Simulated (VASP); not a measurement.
Input of a VASP 6.6.1 run:

INCAR

```
SYSTEM = Se
ALGO = Normal
EDIFF = 1E-6
ENCUT = 520
GGA = PS
ISIF = 2
ISMEAR = 0
LASPH = .True.
LCHARG = .False.
LREAL = .False.
LWAVE = .False.
NBANDS = 13
NELM = 100
PREC = Accurate
SIGMA = 0.1
```

Contents of KPOINTS:

```
k-points
0
Gamma
  12 12 12
  0 0 0
```

POSCAR

```
Se
1.0
    0.0000000000      3.0335186345      3.0335186345
    3.0335186345      0.0000000000      3.0335186345
    3.0335186345      3.0335186345      0.0000000000
Se
2
Direct
    0.5000000000      0.5000000000      0.5000000000
    0.7500000000      0.7500000000      0.7500000000
```

Potentials or basis: VASP PAW PBE potentials, release 64 (Se).

Launch:

```bash
$ cat potpaw_PBE.64/Se/POTCAR > POTCAR
$ mpirun -np 1 vasp_std > vasp.out
```

Problem. What does it give for the pressure?

Solution. 4.0 GPa.

Problem. Estimate the band gap on the k mesh.

Solution. Zero (bands 6 and 7 overlap by 1.21 eV).

Caveat: the cell differs from its parent crystal (strained); the cell stands under pressure; the PAW data sets were made with another functional, which shifts forces and pressure a little.
